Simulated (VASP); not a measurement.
# ZnO (P6_3mc) in VASP: further runs, part 2 of 2

VASP 6.6.1. Earlier steps stand in the parts before.

## Step 6: Single point, PBE+D3(BJ)

This run uses another cell than the first one, of 11.66 Å³/atom.

INCAR

```
ALGO     = Normal         # electronic algorithm
EDIFF    = 1E-6           # SCF threshold, eV
ENCUT    = 520            # plane-wave cutoff, eV
GGA      = PE             # functional
ISIF     = 2              # what is computed and relaxed
ISMEAR   = -1             # smearing method
IVDW     = 12             # dispersion correction
LASPH    = True           # aspherical terms in the spheres
LCHARG   = False          # write CHGCAR
LREAL    = False          # projectors in reciprocal space
LWAVE    = False          # write WAVECAR
NBANDS   = 26             # bands
NELM     = 60             # most SCF steps
PREC     = Accurate       # precision mode
SIGMA    = 0.05           # smearing width, eV
```

KPOINTS

```
k-points
0
Gamma
  9 9 5
```

POSCAR

```
ZnO
1.0
    3.2274999067      0.0000000000      0.0000000000
   -1.6137499533      2.7950969099      0.0000000000
    0.0000000000      0.0000000000      5.1707703030
Zn O
2 2
Direct
    0.6666666667      0.3333333333      0.0000000000
    0.3333333333      0.6666666667      0.5000000000
    0.3333333333      0.6666666667      0.8790100000
    0.6666666667      0.3333333333      0.3790100000
```

Potentials or basis: VASP PAW PBE potentials, release 64 (Zn, O).

Started as:

```sh
> cat potpaw_PBE.64/Zn/POTCAR potpaw_PBE.64/O/POTCAR > POTCAR
> mpirun -np 1 vasp_std > vasp.out
```

OUTCAR:

```text
EDIFF = 1E-6
   ENCUT = 520
   GGA = PE
   ISIF = 2
   ISMEAR = -1
   IVDW = 12
   LASPH = True
   LREAL = False
   NELM = 60
   PREC = Accurate
 IVDW          = 12

 ion  position               nearest neighbor table
   1  0.667  0.333  0.000-   4 1.96   3 1.97   3 1.97   3 1.97
   2  0.333  0.667  0.500-   3 1.96   4 1.97   4 1.97   4 1.97
   3  0.333  0.667  0.879-   2 1.96   1 1.97   1 1.97   1 1.97
   4  0.667  0.333  0.379-   1 1.96   2 1.97   2 1.97   2 1.97

  LATTYP: Found a hexagonal cell.
 ALAT       =     3.2274999067
 C/A-ratio  =     1.6020977390

  Lattice vectors:

 A1 = (   3.2274999067,   0.0000000000,   0.0000000000)
 A2 = (  -1.6137499533,   2.7950969099,   0.0000000000)
 A3 = (   0.0000000000,   0.0000000000,   5.1707703030)

Analysis of symmetry for initial positions (statically):
=====================================================================
 Subroutine PRICEL returns:
 Original cell was already a primitive cell.

 Routine SETGRP: Setting up the symmetry group for a
 hexagonal supercell.

 Subroutine GETGRP returns: Found 12 space group operations
 (whereof  6 operations were pure point group operations)
[... 171 lines left out ...]
 val. band max:        1.3871971716   @ k =   0.0000   0.0000   0.0000
 cond. band min:       2.2068655652   @ k =   0.0000   0.0000   0.0000
 fundamental gap:      0.8196683936
 Fermi energy:         1.8361705139

 k-point     1 :       0.0000    0.0000    0.0000
  band No.  band energies     occupation
      1     -16.8677      2.00000
      2     -16.1047      2.00000
      3      -4.4020      2.00000
      4      -4.4020      2.00000
      5      -4.4000      2.00000
      6      -4.3599      2.00000
[... 685 lines left out ...]
     25      15.0142      0.00000
     26      16.1640      0.00000

 [... further k-points ...]

------------------------ aborting loop because EDIFF is reached ----------------------------------------

 Edisp (eV)   -0.91554

 E8    (eV) :    -0.3453

  FORCE on cell =-STRESS in cart. coord.  units (eV):
  Direction    XX          YY          ZZ          XY          YZ          ZX
  --------------------------------------------------------------------------------------
  -------------------------------------------------------------------------------------
  Total       1.57747     1.57747     2.13421     0.00000    -0.00000     0.00000
  in kB      54.18187    54.18187    73.30428     0.00000    -0.00000     0.00000
  external pressure =       60.56 kB  Pullay stress =        0.00 kB

 VOLUME and BASIS-vectors are now :
 -----------------------------------------------------------------------------
  energy-cutoff  :      520.00
  volume of cell :       46.65
      direct lattice vectors                 reciprocal lattice vectors
     3.227499907  0.000000000  0.000000000     0.309837344  0.178884674  0.000000000
    -1.613749953  2.795096910  0.000000000     0.000000000  0.357769348  0.000000000
     0.000000000  0.000000000  5.170770303     0.000000000  0.000000000  0.193394783

 POSITION                                       TOTAL-FORCE (eV/Angst)
 -----------------------------------------------------------------------------------
      1.61375      0.93170      0.00000        -0.000000      0.000000     -0.079799
     -0.00000      1.86340      2.58539         0.000000     -0.000000     -0.079799
     -0.00000      1.86340      4.54516         0.000000      0.000000      0.079799
      1.61375      0.93170      1.95977        -0.000000     -0.000000      0.079799
 -----------------------------------------------------------------------------------
    total drift:                                0.000001      0.000001     -0.000041

  FREE ENERGIE OF THE ION-ELECTRON SYSTEM (eV)
  ---------------------------------------------------
  free  energy   TOTEN  =       -18.6917722978 eV

  energy  without entropy=      -18.6917693693  energy(sigma->0) =      -18.69177083
```

OSZICAR:

```text
N       E                     dE             d eps       ncg     rms          rms(c)
DAV:   1     0.299827826576E+03    0.29983E+03   -0.18161E+04  1896   0.201E+03
DAV:   2     0.116865605071E+02   -0.28814E+03   -0.26968E+03  1964   0.417E+02
DAV:   3    -0.203857982009E+02   -0.32072E+02   -0.31660E+02  2060   0.142E+02
DAV:   4    -0.210182822324E+02   -0.63248E+00   -0.63082E+00  2084   0.202E+01
DAV:   5    -0.210213079298E+02   -0.30257E-02   -0.30255E-02  2064   0.146E+00    0.152E+01
DAV:   6    -0.176003611721E+02    0.34209E+01   -0.65462E+00  2926   0.609E+01    0.936E+00
DAV:   7    -0.178132362368E+02   -0.21288E+00   -0.29427E+00  1904   0.169E+01    0.557E+00
DAV:   8    -0.178240023930E+02   -0.10766E-01   -0.48738E-01  2768   0.754E+00    0.163E+00
DAV:   9    -0.177734073628E+02    0.50595E-01   -0.10335E-01  2780   0.642E+00    0.291E-01
DAV:  10    -0.177761447536E+02   -0.27374E-02   -0.37171E-02  1904   0.132E+00    0.135E-01
DAV:  11    -0.177761877802E+02   -0.43027E-04   -0.53102E-04  2010   0.200E-01    0.325E-02
DAV:  12    -0.177762299938E+02   -0.42214E-04   -0.62479E-05  2166   0.171E-01    0.216E-02
DAV:  13    -0.177762355673E+02   -0.55735E-05   -0.16923E-05  2060   0.776E-02    0.183E-02
DAV:  14    -0.177762307457E+02    0.48216E-05   -0.97730E-06  2450   0.383E-02    0.237E-03
DAV:  15    -0.177762306481E+02    0.97603E-07   -0.25804E-06  1646   0.134E-02
   1 F= -.18691772E+02 E0= -.18691771E+02  d E =-.292852E-05
```

It took 28 s on 1 thread of Intel Xeon Platinum 8488C (Sapphire Rapids), shared host; peak memory 0.18 GiB.

Results:

```yaml
Free_energy: -18.6918 eV
Pressure: 6.1 GPa
Largest_force: 0.080 eV/Å
Band_gap_on_the_k_mesh: 0.82 eV
Dispersion_energy_per_atom: -0.229 eV
```

Forces on the atoms (eV/Å):
```
Zn   0.000  0.000 -0.080
Zn   0.000  0.000 -0.080
O    0.000  0.000  0.080
O    0.000  0.000  0.080
```

Caveat: the cell stands under pressure.

## Step 7: Overview

```csv
level,cell,smearing,gap on the mesh (eV),pressure (GPa),largest force (eV/Å)
PBEsol,"a = 3.249, b = 3.249, c = 5.206 Å, angles 90.0, 90.0, 120.0°, 4 atoms",gaussian 0.1 eV,0.69,-0.5,0.07
r2SCAN+rVV10,"a = 3.249, b = 3.249, c = 5.206 Å, angles 90.0, 90.0, 120.0°, 4 atoms",gaussian 0.1 eV,1.17,-1.4,0.09
PBE+D3(BJ),"a = 3.183, b = 3.183, c = 5.099 Å, angles 90.0, 90.0, 120.0°, 4 atoms",fermi-dirac 0.05 eV,0.88,13.5,0.10
PBE+D3(BJ),"a = 3.205, b = 3.205, c = 5.135 Å, angles 90.0, 90.0, 120.0°, 4 atoms",fermi-dirac 0.05 eV,0.85,9.5,0.09
PBE+D3(BJ),"a = 3.227, b = 3.227, c = 5.171 Å, angles 90.0, 90.0, 120.0°, 4 atoms",fermi-dirac 0.05 eV,0.82,6.1,0.08
```

Alike in all rows: task single point; potentials or basis VASP PAW PBE potentials, release 64 (Zn, O); no spin polarisation; k mesh 9 × 9 × 5; cutoff (eV) 520.

Caveats: the cell stands under pressure (at least some runs); the PAW data sets were made with another functional, which shifts forces and pressure a little (at least some runs).

Total energies depend on the potentials used, so only differences within one code and one set of settings carry meaning.

## Step 8: How close it comes

Step 2. A measured gap of ZnO is 3.37 eV (quoted in “Electronic structure of alkaline earth and post-transition metal oxides”, 2009, arxiv:0908.1581); the calculated 0.69 eV misses it by -2.68 eV. So large a miss can be the level of theory's own, or it may mean another phase, state or a wrong row. The value is that of PBEsol, without temperature or zero-point motion. Semilocal functionals fall short of measured gaps as a rule.
